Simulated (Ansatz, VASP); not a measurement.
TiW: VASP beside Ansatz

```
CELL_PARAMETERS angstrom
1.58303 -2.23950 0.00000
1.58303 2.23950 0.00000
0.00000 0.00000 4.43813
ATOMIC_POSITIONS crystal
Ti 0.00000 0.00000 0.00000
W 0.50000 0.50000 0.50000
```

Alike in both runs: task single point; functional LDA; k mesh 11 × 11 × 7; occupations fermi-dirac, width 0.1 eV; no spin polarisation.

|  | VASP | Ansatz |
| --- | --- | --- |
| version | VASP 6.6.1 | Ansatz 0.2.0 |
| potentials or method | VASP PAW LDA potentials, release 64 (Ti_sv, W_sv), cutoff 520 eV | plane waves, PAW |
| valence electrons in the cell | 26 | 26 |

Ansatz gave:

```
pressure (GPa)                                                : -6.5
traceless stress, the component that is largest in VASP (GPa) : 0.76
```

Task: Estimate VASP's values.

Result: Pressure (GPa): -5.8; traceless stress, the component that is largest in VASP (GPa): 0.86.

LDA's correlation is that of Perdew and Zunger in VASP and of Perdew and Wang (1992) in Ansatz.

Neither program's run includes spin-orbit coupling.
